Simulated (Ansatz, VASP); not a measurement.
## One calculation of La2O, two programs

```
La O
1.0
     4.26733    0.00000    0.00000
     0.00000    4.26733    0.00000
     0.00000    0.00000    9.56867
La O
4 2
Direct
  0.50000 0.00000 0.88314
  0.00000 0.50000 0.11686
  0.50000 0.00000 0.43240
  0.00000 0.50000 0.56760
  0.50000 0.50000 0.00000
  0.00000 0.00000 0.00000
```

Alike in both runs: functional PBE; k mesh 4 × 4 × 2; occupations gaussian, width 0.2 eV; no spin polarisation.

Ansatz relaxed the structure, and its values are those at the end. VASP's run is a single point on that final structure, the one shown.

|  | VASP | Ansatz |
| --- | --- | --- |
| version | VASP 6.6.1 | Ansatz 0.2.0 |
| potentials or method | VASP PAW PBE potentials, release 64 (La, O), cutoff 520 eV | scalar-relativistic, plane waves, PAW |
| valence electrons in the cell | 56 | 56 |

```csv
,VASP,Ansatz,Ansatz less VASP
gap on the k mesh at the Fermi level (eV),none,none,-
pressure (GPa),-0.4,-0.3,+0.09
rms of the force components (eV/Å),0.020,0.021,+0.0016
```

A gap of «none» marks a metal or a gap that the smearing closes. The functional is the same, so the differences come from potentials, cutoffs and numerics.

The k mesh is coarse, so the values compare programs but aren't converged. Spin-orbit coupling is off throughout.
